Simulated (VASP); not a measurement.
# SmTi (Pm-3m) in VASP: single point with PBE+U

Aim: the single point of SmTi with PBE+U.

Program: VASP 6.6.1. These are calculated values, not measurements. Logs are shortened: lines on timing, memory, paths and dates and some standing lists are left out, and cuts for length are marked.

## 1. The cell of the first run

It takes space group Pm-3m (No. 221, cubic). The conventional cell has a = 3.839 Å, b = 3.839 Å, c = 3.839 Å, α = 90.00°, β = 90.00°, γ = 90.00°. Within 4.4 Å of Sm (site symmetry m-3m) lie 8 Ti at 3.33 Å and 6 Sm at 3.84 Å. Within 4.4 Å of Ti (site symmetry m-3m) lie 8 Sm at 3.33 Å and 6 Ti at 3.84 Å.

## 2. Single point, PBE+U, collinear spin, ferromagnetic start

INCAR reads:

```
ALGO     = Normal         # electronic algorithm
EDIFF    = 1E-7           # SCF threshold, eV
ENCUT    = 520            # plane-wave cutoff, eV
GGA      = PE             # functional
ISIF     = 2              # what is computed and relaxed
ISMEAR   = -1             # smearing method
ISPIN    = 2              # spin polarisation
ISYM     = 0            
LASPH    = True           # aspherical terms in the spheres
LCHARG   = False          # write CHGCAR
LDAU     = True           # DFT+U
LDAUJ    = 0 0          
LDAUL    = 3 2            # shell
LDAUPRINT= 1            
LDAUTYPE = 2            
LDAUU    = 4.89 1.92      # U, eV
LMAXMIX  = 6              # l up to which the mixer works
LORBIT   = 11             # projections on sites
LREAL    = False          # projectors in reciprocal space
LWAVE    = False          # write WAVECAR
MAGMOM   = 6.78 2.4       # initial moments
NBANDS   = 25             # bands
NELM     = 150            # most SCF steps
PREC     = Accurate       # precision mode
SIGMA    = 0.1            # smearing width, eV
```

KPOINTS reads:

```
k-points
0
Gamma
  6 6 6
```

POSCAR reads:

```
SmTi
1.0
    3.8394699500      0.0000000000      0.0000000000
    0.0000000000      3.8394699500      0.0000000000
    0.0000000000      0.0000000000      3.8394699500
Sm Ti
1 1
Direct
    0.0000000000      0.0000000000      0.0000000000
    0.5000000000      0.5000000000      0.5000000000
```

Potentials or basis: VASP PAW PBE potentials, release 64 (Sm, Ti_sv).

Command:

```
$ cat potpaw_PBE.64/Sm/POTCAR potpaw_PBE.64/Ti_sv/POTCAR > POTCAR
$ mpirun -np 1 vasp_std > vasp.out
```

OUTCAR:

```text
EDIFF = 1E-7
   ENCUT = 520
   GGA = PE
   ISIF = 2
   ISMEAR = -1
   ISPIN = 2
   ISYM = 0
   LASPH = True
   LORBIT = 11
   LREAL = False
   NELM = 150
   PREC = Accurate

 ion  position               nearest neighbor table
   1  0.000  0.000  0.000-
   2  0.500  0.500  0.500-

IMPORTANT INFORMATION: All symmetrisations will be switched off!
NOSYMM: (Re-)initialisation of all symmetry stuff for point group C_1.

----------------------------------------------------------------------------------------

                                     Primitive cell

  volume of cell :      56.5997

  direct lattice vectors                    reciprocal lattice vectors
     3.839469950  0.000000000  0.000000000     0.260452618  0.000000000  0.000000000
     0.000000000  3.839469950  0.000000000     0.000000000  0.260452618  0.000000000
     0.000000000  0.000000000  3.839469950     0.000000000  0.000000000  0.260452618

  length of vectors
     3.839469950  3.839469950  3.839469950     0.260452618  0.260452618  0.260452618

  position of ions in fractional coordinates (direct lattice)
     0.000000000  0.000000000  0.000000000
     0.500000000  0.500000000  0.500000000

  ion indices of the primitive-cell ions
   primitive index   ion index
                 1           1
                 2           2

----------------------------------------------------------------------------------------

 KPOINTS: k-points

Automatic generation of k-mesh.
 Grid dimensions read from file:
 generate k-points for:    6    6    6

 Generating k-lattice:

  Cartesian coordinates                     Fractional coordinates (reciprocal lattice)
     0.043408770  0.000000000  0.000000000     0.166666667  0.000000000  0.000000000
     0.000000000  0.043408770  0.000000000     0.000000000  0.166666667  0.000000000
     0.000000000  0.000000000  0.043408770     0.000000000  0.000000000  0.166666667

  Length of vectors
     0.043408770  0.043408770  0.043408770

  Shift w.r.t. Gamma in fractional coordinates (k-lattice)
     0.000000000  0.000000000  0.000000000

 Subroutine IBZKPT returns following result:
 ===========================================

 Found    112 irreducible k-points:

 Following reciprocal coordinates:
            Coordinates               Weight
  0.000000  0.000000  0.000000      1.000000
  0.166667  0.000000  0.000000      2.000000
[... 112 lines left out ...]
  o =  0.0002  v =  0.0000  0.0000  0.0000  0.0000  0.0000  0.0000  0.0000 -0.7170  0.0142 -0.5801  0.3128  0.1459  0.0874 -0.1492      0.0000  0.0000  0.0000  0.0000  0.0000  0.0000  0.0000  0.0000  0.0000  0.0000  0.0000  0.0000  0.0000  0.0000
  o =  0.0002  v =  0.0000  0.0000  0.0000  0.0000  0.0000  0.0000  0.0000  0.2358 -0.0213  0.0867  0.9152 -0.1761 -0.0256  0.2593      0.0000  0.0000  0.0000  0.0000  0.0000  0.0000  0.0000  0.0000  0.0000  0.0000  0.0000  0.0000  0.0000  0.0000
  o =  0.0002  v =  0.0000  0.0000  0.0000  0.0000  0.0000  0.0000  0.0000  0.2267 -0.0115  0.1802  0.2409  0.5671 -0.0016 -0.7324      0.0000  0.0000  0.0000  0.0000  0.0000  0.0000  0.0000  0.0000  0.0000  0.0000  0.0000  0.0000  0.0000  0.0000
  o =  0.0005  v =  0.0000  0.0000  0.0000  0.0000  0.0000  0.0000  0.0000 -0.3783 -0.0063  0.3718  0.0387  0.1198 -0.8343  0.0818      0.0000  0.0000  0.0000  0.0000  0.0000  0.0000  0.0000  0.0000  0.0000  0.0000  0.0000  0.0000  0.0000  0.0000
  o =  0.0005  v =  0.0000  0.0000  0.0000  0.0000  0.0000  0.0000  0.0000 -0.0130  0.0126  0.0750 -0.0204  0.7675  0.2075  0.6013      0.0000  0.0000  0.0000  0.0000  0.0000  0.0000  0.0000  0.0000  0.0000  0.0000  0.0000  0.0000  0.0000  0.0000
  o =  0.0005  v =  0.0000  0.0000  0.0000  0.0000  0.0000  0.0000  0.0000  0.4843 -0.0318 -0.6925 -0.0665  0.1507 -0.5020  0.0760      0.0000  0.0000  0.0000  0.0000  0.0000  0.0000  0.0000  0.0000  0.0000  0.0000  0.0000  0.0000  0.0000  0.0000
  o =  0.4971  v =  0.4086  0.0008 -0.5265  0.0000 -0.0170 -0.7453 -0.0123  0.0000  0.0000  0.0000  0.0000  0.0000  0.0000  0.0000      0.0000  0.0000  0.0000  0.0000  0.0000  0.0000  0.0000  0.0000  0.0000  0.0000  0.0000  0.0000  0.0000  0.0000
  o =  0.4972  v = -0.0411  0.0001  0.0537 -0.0005 -0.7885 -0.0325 -0.6105  0.0000  0.0000  0.0000  0.0000  0.0000  0.0000  0.0000      0.0000  0.0000  0.0000  0.0000  0.0000  0.0000  0.0000  0.0000  0.0000  0.0000  0.0000  0.0000  0.0000  0.0000
  o =  0.4972  v =  0.4546  0.0001 -0.5871  0.0004 -0.0570  0.6660 -0.0441  0.0000  0.0000  0.0000  0.0000  0.0000  0.0000  0.0000      0.0000  0.0000  0.0000  0.0000  0.0000  0.0000  0.0000  0.0000  0.0000  0.0000  0.0000  0.0000  0.0000  0.0000
  o =  0.9762  v = -0.0002  1.0000  0.0006  0.0007  0.0011  0.0005 -0.0013  0.0000  0.0000  0.0000  0.0000  0.0000  0.0000  0.0000      0.0000  0.0000  0.0000  0.0000  0.0000  0.0000  0.0000  0.0000  0.0000  0.0000  0.0000  0.0000  0.0000  0.0000
  o =  0.9790  v =  0.5155  0.0007  0.3992 -0.7386 -0.1044  0.0006  0.1358  0.0000  0.0000  0.0000  0.0000  0.0000  0.0000  0.0000      0.0000  0.0000  0.0000  0.0000  0.0000  0.0000  0.0000  0.0000  0.0000  0.0000  0.0000  0.0000  0.0000  0.0000
  o =  0.9790  v =  0.2162  0.0011  0.1683  0.4402 -0.5235  0.0005  0.6761  0.0000  0.0000  0.0000  0.0000  0.0000  0.0000  0.0000      0.0000  0.0000  0.0000  0.0000  0.0000  0.0000  0.0000  0.0000  0.0000  0.0000  0.0000  0.0000  0.0000  0.0000
  o =  0.9790  v = -0.5588  0.0013 -0.4330 -0.5106 -0.2996 -0.0000  0.3870  0.0000  0.0000  0.0000  0.0000  0.0000  0.0000  0.0000      0.0000  0.0000  0.0000  0.0000  0.0000  0.0000  0.0000  0.0000  0.0000  0.0000  0.0000  0.0000  0.0000  0.0000

atom =   2  type =  2  l = 2

 onsite density matrix

spin component  1

  0.4377 -0.0001  0.0001 -0.0004 -0.0000
 -0.0001  0.4370  0.0001  0.0003 -0.0001
  0.0001  0.0001  0.1713  0.0000  0.0000
 -0.0004  0.0003  0.0000  0.4372  0.0000
 -0.0000 -0.0001  0.0000  0.0000  0.1712

spin component  2

  0.0184 -0.0000  0.0000 -0.0000  0.0000
 -0.0000  0.0184  0.0000  0.0000 -0.0000
  0.0000  0.0000  0.0710  0.0000  0.0000
 -0.0000  0.0000  0.0000  0.0184  0.0000
  0.0000 -0.0000  0.0000  0.0000  0.0709

 occupancies and eigenvectors

  o =  0.0183  v =  0.0000  0.0000  0.0000  0.0000  0.0000 -0.0831  0.7741 -0.0000 -0.6276  0.0002      0.0000  0.0000  0.0000  0.0000  0.0000  0.0000  0.0000  0.0000  0.0000  0.0000
  o =  0.0184  v =  0.0000  0.0000  0.0000  0.0000  0.0000 -0.3599 -0.6106  0.0001 -0.7055 -0.0001      0.0000  0.0000  0.0000  0.0000  0.0000  0.0000  0.0000  0.0000  0.0000  0.0000
  o =  0.0184  v =  0.0000  0.0000  0.0000  0.0000  0.0000  0.9293 -0.1672 -0.0001 -0.3293 -0.0000      0.0000  0.0000  0.0000  0.0000  0.0000  0.0000  0.0000  0.0000  0.0000  0.0000
  o =  0.0709  v =  0.0000  0.0000  0.0000  0.0000  0.0000  0.0000  0.0002  0.0987 -0.0001 -0.9951      0.0000  0.0000  0.0000  0.0000  0.0000  0.0000  0.0000  0.0000  0.0000  0.0000
  o =  0.0710  v =  0.0000  0.0000  0.0000  0.0000  0.0000 -0.0002 -0.0001 -0.9951 -0.0000 -0.0987      0.0000  0.0000  0.0000  0.0000  0.0000  0.0000  0.0000  0.0000  0.0000  0.0000
  o =  0.1712  v =  0.0001  0.0005 -0.1088 -0.0001  0.9941  0.0000  0.0000  0.0000  0.0000  0.0000      0.0000  0.0000  0.0000  0.0000  0.0000  0.0000  0.0000  0.0000  0.0000  0.0000
  o =  0.1713  v =  0.0005  0.0002 -0.9941  0.0001 -0.1088  0.0000  0.0000  0.0000  0.0000  0.0000      0.0000  0.0000  0.0000  0.0000  0.0000  0.0000  0.0000  0.0000  0.0000  0.0000
  o =  0.4367  v =  0.2202 -0.6786 -0.0000  0.7007  0.0004  0.0000  0.0000  0.0000  0.0000  0.0000      0.0000  0.0000  0.0000  0.0000  0.0000  0.0000  0.0000  0.0000  0.0000  0.0000
  o =  0.4372  v =  0.5588  0.6765  0.0005  0.4796 -0.0003  0.0000  0.0000  0.0000  0.0000  0.0000      0.0000  0.0000  0.0000  0.0000  0.0000  0.0000  0.0000  0.0000  0.0000  0.0000
  o =  0.4380  v = -0.7995  0.2859 -0.0003  0.5282 -0.0001  0.0000  0.0000  0.0000  0.0000  0.0000      0.0000  0.0000  0.0000  0.0000  0.0000  0.0000  0.0000  0.0000  0.0000  0.0000

 number of electron      28.0000017 magnetization       8.4169720

 Free energy of the ion-electron system (eV)
  ---------------------------------------------------
  ext. energy  EPLUGINS =         0.00000000
  ---------------------------------------------------
  free energy    TOTEN  =       -12.88935032 eV

  energy without entropy =      -12.66048268  energy(sigma->0) =      -12.77491650

 E-fermi :   4.1186     XC(G=0):  -9.9705

 val. band max:        4.1175798705   @ k =   0.3333   0.3333   0.1667
 cond. band min:       4.1236437596   @ k =   0.5000   0.5000   0.1667
 fundamental gap:      0.0060638891
 Fermi energy:         4.1185777722

 spin component 1

 k-point     1 :       0.0000    0.0000    0.0000
  band No.  band energies     occupation
      1     -53.6642      1.00000
      2     -35.7074      1.00000
      3     -29.9095      1.00000
      4     -29.9093      1.00000
      5     -29.9091      1.00000
      6     -15.1409      1.00000
[... 1337 lines left out ...]
     24      10.4377      0.00000
     25      10.4673      0.00000

 [... further k-points ...]
[... 5 lines left out ...]
  --------------------------------------------------------------------------------------
  -------------------------------------------------------------------------------------
  Total       -0.1741609     -0.1746664     -0.1764033     -0.0002838      0.0001075      0.0001607
  in kB       -4.9300057     -4.9443153     -4.9934831     -0.0080326      0.0030433      0.0045490
  external PRESSURE =      -4.9559347 kB  Pullay stress =       0.0000000 kB

 VOLUME and BASIS-vectors are now :
 -----------------------------------------------------------------------------
  energy-cutoff  :      520.00
  volume of cell :       56.60
      direct lattice vectors                 reciprocal lattice vectors
     3.839469950  0.000000000  0.000000000     0.260452618  0.000000000  0.000000000
     0.000000000  3.839469950  0.000000000     0.000000000  0.260452618  0.000000000
     0.000000000  0.000000000  3.839469950     0.000000000  0.000000000  0.260452618

 POSITION                                       TOTAL-FORCE (eV/Angst)
 -----------------------------------------------------------------------------------
      0.00000      0.00000      0.00000        -0.000001      0.000002      0.000000
      1.91973      1.91973      1.91973         0.000001     -0.000002     -0.000000
 -----------------------------------------------------------------------------------
    total drift:                               -0.000004      0.000002     -0.000001

  FREE ENERGIE OF THE ION-ELECTRON SYSTEM (eV)
  ---------------------------------------------------
  free  energy   TOTEN  =       -12.8893503195 eV

  energy  without entropy=      -12.6604826771  energy(sigma->0) =      -12.77491650

 total charge

# of ion       s       p       d       f       tot
--------------------------------------------------
    1        2.069   5.628   0.511   5.400  13.608
    2        2.230   6.028   1.836   0.000  10.094
--------------------------------------------------
tot          4.298  11.656   2.347   5.400  23.702

 magnetization (x)

# of ion       s       p       d       f       tot
--------------------------------------------------
    1       -0.010  -0.048   0.231   5.396   5.569
    2        0.012   0.046   1.447   0.000   1.505
--------------------------------------------------
tot          0.001  -0.001   1.678   5.396   7.074
```

Run time: 10 min. Hardware: 1 thread of Intel Xeon 6975P-C (Granite Rapids), shared host; peak memory 0.41 GiB.

Results:

| Item | Value |
| --- | --- |
| Free energy | -12.8894 eV |
| Pressure | -0.5 GPa |
| Net moment | 8.42 μB per cell |
| Site moments | Sm +5.57; Ti +1.50 μB |
| Valence electrons inside the program's atomic spheres | Sm 13.61; Ti 10.09 |

Eigenvalues of the final occupation matrices:
```csv
site,spin,trace,eigenvalues
site 1 f,1,5.40,0.50 0.50 0.50 0.98 0.98 0.98 0.98
site 1 f,2,0.00,0.00 0.00 0.00 0.00 0.00 0.00 0.00
site 2 d,1,1.65,0.17 0.17 0.44 0.44 0.44
site 2 d,2,0.20,0.02 0.02 0.02 0.07 0.07
```

Caveat: the magnetic or orbital state may not be the lowest; spin-orbit coupling is left out, which moves the levels of the heavy elements.
